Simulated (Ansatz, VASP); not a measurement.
# Two plane-wave programs on Ir

```
CELL_PARAMETERS angstrom
0.00000 1.88963 1.88963
1.88963 0.00000 1.88963
1.88963 1.88963 0.00000
ATOMIC_POSITIONS crystal
Ir 0.00000 0.00000 0.00000
```

Alike in both runs: task single point; functional PBEsol; k mesh 23 × 23 × 23; occupations fermi-dirac, width 0.05 eV; collinear spin.

|  | VASP | Ansatz |
| --- | --- | --- |
| version | VASP 6.6.1 | Ansatz 0.2.0 |
| potentials or method | VASP PAW PBE potentials, release 64 (Ir), cutoff 520 eV | plane waves (420 eV) with PAW, scalar-relativistic |
| valence electrons in the cell | 9 | 17 |

|  | VASP | Ansatz | Ansatz less VASP |
| --- | --- | --- | --- |
| pressure (GPa) | 18.6 | 17.2 | -1.35 |
| net moment per atom (μB) | 0.00 | 0.00 | 0.000 |

VASP's potentials were made for PBE, not for PBEsol, and Ansatz warns of the same on its side. The functional is the same, so the differences come from potentials, cutoffs and numerics. VASP's potentials hold 9 valence electrons a cell and Ansatz's 17, so a difference there can come from the potentials and not from the codes. Ansatz's warnings: seeded moment not kept.

Neither program's run includes spin-orbit coupling.
